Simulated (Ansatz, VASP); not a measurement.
**One calculation of PbS, two programs**

Contents of INCAR:

```
SYSTEM = PbS
AGGAC = 1.0 ; AGGAX = 1.0
ALDAC = 0.0 ; ALDAX = 1.0
ALGO = Normal ; EDIFF = 1E-7
ENCUT = 520 ; GGA = B5
ISIF = 2 ; ISMEAR = 0
LASPH = .True. ; LCHARG = .False.
LREAL = .False. ; LWAVE = .False.
NBANDS = 28 ; NELM = 100
PREC = Accurate ; SIGMA = 0.01
```

Contents of KPOINTS:

```
k-points
0
Gamma
  6 6 6
  0 0 0
```

File POSCAR:

```
PbS
1.0
    2.0799526900     -5.9912968600      0.0000000000
    2.0799526900      5.9912968600      0.0000000000
    0.0000000000      0.0000000000      4.2793209400
Pb S
2 2
Direct
    0.8694366506      0.1305633494      0.7499999988
    0.1305633494      0.8694366506      0.2499999988
    0.6452029102      0.3547970898      0.7499999988
    0.3547970898      0.6452029102      0.2499999988
```

Input for Ansatz:

```yaml
crystal:
  lattice:
    - [2.07995269, -5.99129686, 0.0]
    - [2.07995269, 5.99129686, 0.0]
    - [0.0, 0.0, 4.27932094]
  atoms:
    - { symbol: Pb, position: [0.869436650648621, 0.13056334935137906, 0.7499999988315903] }
    - { symbol: Pb, position: [0.13056334935137906, 0.869436650648621, 0.24999999883159033] }
    - { symbol: S, position: [0.6452029102093265, 0.3547970897906735, 0.7499999988315903] }
    - { symbol: S, position: [0.3547970897906735, 0.6452029102093265, 0.24999999883159033] }
basis:
  ecutwfc: 653.073269903712
kpoints:
  mp_grid:
    grid: [6, 6, 6]
    shift: [0.0, 0.0, 0.0]
hamiltonian:
  xc: blyp
  pseudopotentials:
    kind: paw
scf:
  occupations:
    method: fixed
output:
  eigenvalues: true
```

Alike in both runs: task single point; functional BLYP; k mesh 6 × 6 × 6; no spin polarisation.

|  | VASP | Ansatz |
| --- | --- | --- |
| version | VASP 6.6.1 | Ansatz 0.2.0 |
| potentials or method | VASP PAW PBE potentials, release 64 (Pb_d, S), cutoff 520 eV | plane waves, PAW |
| occupations | gaussian, width 0.01 eV | fixed |
| valence electrons in the cell | 40 | 40 |

```csv
,VASP,Ansatz,Ansatz less VASP
gap on the k mesh at the Fermi level (eV),1.26,1.27,+0.010
```

VASP's potentials were made for PBE, not for BLYP.

Neither program's run includes spin-orbit coupling.
